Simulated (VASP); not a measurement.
Here is a VASP 6.6.1 calculation.

Contents of INCAR:

```
PREC = Accurate
ENCUT = 520
EDIFF = 1E-6
ISMEAR = 0
SIGMA = 0.1
LREAL = F
LASPH = T
NELM = 100
ALGO = Normal
ISIF = 2
LWAVE = F
LCHARG = F
GGA = PS
NBANDS = 10
```

KPOINTS

```
Automatic mesh
0
Gamma
  10 10 10
```

Contents of POSCAR:

```
Rb
1.0
   -2.6855908299      2.6855908299      2.6855908299
    2.6855908299     -2.6855908299      2.6855908299
    2.6855908299      2.6855908299     -2.6855908299
Rb
1
Direct
    0.0000000000      0.0000000000      0.0000000000
```

Potentials or basis: VASP PAW PBE potentials, release 64 (Rb_sv).

Launch:

```console
$ cat potpaw_PBE.64/Rb_sv/POTCAR > POTCAR
$ mpirun -np 1 vasp_std > vasp.out
```

Q: Predict the pressure.

A: 0.4 GPa.

Q: Estimate the band gap on the k mesh.

A: Zero (an odd number of electrons rules out a gap without spin polarisation).

Caveat: the PAW data sets were made with another functional, which shifts forces and pressure a little.
